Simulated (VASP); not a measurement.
Here is a VASP 6.6.1 calculation.

The input INCAR:

```
PREC = Accurate ; ENCUT = 520
EDIFF = 1E-7 ; ISMEAR = -1
SIGMA = 0.05 ; LREAL = False
LASPH = True ; NELM = 60
ALGO = Normal ; ISIF = 2
LWAVE = False ; LCHARG = False
GGA = PS ; NBANDS = 29
```

KPOINTS

```
regular mesh
0
Gamma
  9 9 9
```

Contents of POSCAR:

```
TiPt3
1.0
    3.9482821967      0.0000000000      0.0000000000
    0.0000000000      3.9482821967      0.0000000000
    0.0000000000      0.0000000000      3.9482821967
Ti Pt
1 3
Direct
    0.0000000000      0.0000000000      0.0000000000
    0.0000000000      0.5000000000      0.5000000000
    0.5000000000      0.0000000000      0.5000000000
    0.5000000000      0.5000000000      0.0000000000
```

Potentials or basis: VASP PAW PBE potentials, release 64 (Ti_sv, Pt).

The run is started by

```console
$ cat potpaw_PBE.64/Ti_sv/POTCAR potpaw_PBE.64/Pt/POTCAR > POTCAR
$ mpirun -np 1 vasp_std > vasp.out
```

Question: Estimate the pressure.

Answer: -9.3 GPa.

Question: Predict the band gap on the k mesh.

Answer: Zero (band 21 reaches 12.33 eV, above the bottom of band 22 at 10.88 eV).

Caveat: the PAW data sets were made with another functional, which shifts forces and pressure a little; spin-orbit coupling is left out, which moves the levels of the heavy elements.
